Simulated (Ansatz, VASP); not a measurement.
# SnO2: VASP beside Ansatz

INCAR

```
SYSTEM = SnO2
  ALGO = Normal
  EDIFF = 1E-6
  ENCUT = 520
  GGA = PE
  ISIF = 2
  ISMEAR = 0
  IVDW = 12
  LASPH = .TRUE.
  LCHARG = .FALSE.
  LREAL = .FALSE.
  LWAVE = .FALSE.
  NBANDS = 35
  NELM = 60
  PREC = Accurate
  SIGMA = 0.05
```

The input KPOINTS:

```
k-points
0
G
  12 12 4
  0 0 0
```

File POSCAR:

```
SnO2
1.0
    3.1456575827      0.0000000000      0.0000000000
   -1.5728287913      2.7242193782      0.0000000000
    0.0000000000      0.0000000000     10.1222231499
Sn O
2 4
Direct
    0.0000000000      0.0000000000      0.5000000000
    0.0000000000      0.0000000000      0.0000000000
    0.6666666667      0.3333333333      0.4017901367
    0.6666666667      0.3333333333      0.0982098633
    0.3333333333      0.6666666667      0.5982098633
    0.3333333333      0.6666666667      0.9017901367
```

Input for Ansatz:

```yaml
crystal:
  lattice:
    - [3.1456575827, 0.0, 0.0]
    - [-1.5728287913, 2.7242193782, 0.0]
    - [0.0, 0.0, 10.1222231499]
  atoms:
    - { symbol: Sn, position: [0.0, 0.0, 0.5] }
    - { symbol: Sn, position: [0.0, 0.0, 0.0] }
    - { symbol: O, position: [0.6666666667, 0.3333333333, 0.4017901367] }
    - { symbol: O, position: [0.6666666667, 0.3333333333, 0.0982098633] }
    - { symbol: O, position: [0.3333333333, 0.6666666667, 0.5982098633] }
    - { symbol: O, position: [0.3333333333, 0.6666666667, 0.9017901367] }
basis:
  ecutwfc: 520.0
kpoints:
  mp_grid: { grid: [12, 12, 4] }
hamiltonian:
  xc: pbe
  dispersion: d3bj
scf:
  occupations: { method: gaussian, width: 0.05 }
output:
  forces: true
  stress: true
  eigenvalues: true
```

Alike in both runs: task single point; functional PBE; dispersion D3(BJ); k mesh 12 × 12 × 4; occupations gaussian, width 0.05 eV; no spin polarisation.

|  | VASP | Ansatz |
| --- | --- | --- |
| version | VASP 6.6.1 | Ansatz 0.2.0 |
| potentials or method | VASP PAW PBE potentials, release 64 (Sn_d, O), cutoff 520 eV | scalar-relativistic, plane waves, PAW |
| valence electrons in the cell | 52 | 52 |

```csv
,VASP,Ansatz,Ansatz less VASP
gap on the k mesh at the Fermi level (eV),2.45,2.48,+0.026
least direct gap on the mesh (eV),2.92,2.94,+0.018
pressure (GPa),10.5,9.8,-0.70
"traceless stress, the component that is largest in VASP (GPa)",-4.32,-3.90,+0.418
rms of the force components (eV/Å),0.384,0.354,-0.0297
```

Atom by atom the forces differ by 0.030 eV/Å (rms over components).
